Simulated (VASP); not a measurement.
Write the native input for VASP 6.6.1 that does the following.

```
Task                   : single point
Functional             : PBE
Potentials or basis    : VASP PAW PBE potentials, release 64 (Cd, Te)
Cutoff                 : 500 eV
k mesh                 : 5 × 5 × 5
Occupations            : gaussian, width 0.01 eV
Spin                   : no spin polarisation
Dipole correction      : no
Further INCAR settings : ALGO = Normal; EDIFF = 1e-06; NBANDS = 16
```

The structure of CdTe lies in POSCAR:

```
CdTe
1.0
    0.0000000000      3.2367347371      3.2367347371
    3.2367347371      0.0000000000      3.2367347371
    3.2367347371      3.2367347371      0.0000000000
Cd Te
1 1
Direct
    0.0000000000      0.0000000000      0.0000000000
    0.2500000000      0.2500000000      0.2500000000
```

The input as run:

INCAR

```
SYSTEM = CdTe
PREC = Accurate ; ENCUT = 500
EDIFF = 1E-6 ; ISMEAR = 0
SIGMA = 0.01 ; LREAL = .False.
LASPH = .True. ; NELM = 120
ALGO = Normal ; ISIF = 2
LWAVE = .False. ; LCHARG = .False.
GGA = PE ; NBANDS = 16
GGA_COMPAT = .False.
```

KPOINTS

```
regular mesh
0
Gamma
  5 5 5
  0 0 0
```

Potentials or basis: VASP PAW PBE potentials, release 64 (Cd, Te).

Run with:

```console
$ cat potpaw_PBE.64/Cd/POTCAR potpaw_PBE.64/Te/POTCAR > POTCAR
$ mpirun -np 1 vasp_std > vasp.out
```

Results of the run:

* Pressure: 2.9 GPa
* Band gap on the k mesh: 0.78 eV, direct

Caveat: spin-orbit coupling is left out, which moves the levels of the heavy elements.

Wall time 22 s on 1 thread of Intel Xeon 8259CL, with other jobs on the host, peak memory 0.2 GiB.
